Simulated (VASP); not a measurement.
Write the native input for VASP 6.6.1 that does the following.

| Quantity | Value |
| --- | --- |
| Task | single point |
| Functional | PBE |
| Potentials or basis | VASP PAW PBE potentials, release 64 (Cu_sv_GW, O) |
| Cutoff | 700 eV |
| k mesh | 6 × 6 × 3 |
| Occupations | fermi-dirac, width 0.05 eV |
| Spin | no spin polarisation |
| Dipole correction | no |
| Second run | valence_matched |
| Further INCAR settings | ALGO = Normal; EDIFF = 1e-06; NBANDS = 33 |

The structure of CuO lies in POSCAR:

```
CuO
1.0
    2.3055752800     -1.7296126400      0.0728065900
    2.3157556600      1.7435441000      0.0481486400
   -0.7080927800     -0.0389675500      5.1290691300
Cu O
2 2
Direct
    0.0142532200      0.4796454100      0.0604322300
    0.4708797100      0.1540682100      0.4741201700
    0.5692681500      0.2960328600      0.2639427200
    0.4455989200      0.5702535100      0.7015048700
```

The input as run:

INCAR

```
PREC = Accurate
ENCUT = 700
EDIFF = 1E-6
ISMEAR = -1
SIGMA = 0.05
LREAL = F
LASPH = T
NELM = 120
ALGO = Normal
ISIF = 2
LWAVE = F
LCHARG = T
GGA = PE
LELF = T
LVHAR = T
NBANDS = 33
GGA_COMPAT = F
```

KPOINTS

```
regular mesh
0
Gamma
  6 6 3
```

Potentials or basis: VASP PAW PBE potentials, release 64 (Cu_sv_GW, O).

Run with:

```console
$ cat potpaw_PBE.64/Cu_sv_GW/POTCAR potpaw_PBE.64/O/POTCAR > POTCAR
$ mpirun -np 1 vasp_std > vasp.out
```

Results of the run:

The pressure is 95.9 GPa, the largest force is 42.883 eV/Å and the band gap on the k mesh is zero (band 25 reaches 6.17 eV, above the bottom of band 26 at 5.83 eV).

Caveat: the k points lie up to 0.41 Å⁻¹ apart; semilocal functionals often make such compounds metallic where correlation or magnetic order opens a gap, which also shifts bond lengths; forces of over 1 eV/Å act on the atoms, so gaps and moduli don't describe the material at rest.

It took 4.8 min on 1 thread of AMD EPYC 7R43 64-Core Processor (Zen 3), with other jobs on the host, peak memory 0.23 GiB.
